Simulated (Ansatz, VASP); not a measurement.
## Cd12H: VASP beside Ansatz

```
CELL_PARAMETERS angstrom
5.96000 0.00000 0.00000
-4.47000 7.74227 0.00000
0.00000 0.00000 5.62028
ATOMIC_POSITIONS crystal
Cd 0.01197 0.00378 0.99246
Cd 0.15366 0.20744 0.45266
Cd 0.01056 0.33793 0.02487
Cd 0.15562 0.56018 0.46403
Cd 0.01386 0.67429 0.00087
Cd 0.14821 0.88033 0.52721
Cd 0.50828 0.00236 0.98391
Cd 0.63471 0.20408 0.43684
Cd 0.51205 0.33793 0.96520
Cd 0.65551 0.54947 0.52070
Cd 0.52048 0.67474 0.04114
Cd 0.65237 0.88136 0.54841
H 0.03498 0.35413 0.68645
```

Alike in both runs: functional LDA; k mesh 3 × 2 × 3; occupations fermi-dirac, width 0.1 eV; no spin polarisation.

Ansatz relaxed the structure, and its values are those at the end. VASP's run is a single point on that final structure, the one shown.

|  | VASP | Ansatz |
| --- | --- | --- |
| version | VASP 6.6.1 | Ansatz 0.2.0 |
| potentials or method | VASP PAW LDA potentials, release 64 (Cd, H), cutoff 520 eV | scalar-relativistic, plane waves, PAW |
| valence electrons in the cell | 145 | 241 |

VASP gave:

| Property | Result |
| --- | --- |
| rms of the force components (eV/Å) | 0.023 |

Task: Which values does Ansatz return?

Result: rms of the force components (eV/Å): 0.022.

LDA's correlation is that of Perdew and Zunger in VASP and of Perdew and Wang (1992) in Ansatz. VASP's potentials hold 145 valence electrons a cell and Ansatz's 241, so a difference there can come from the potentials and not from the codes.

The k mesh is coarse, so the values compare programs but aren't converged.
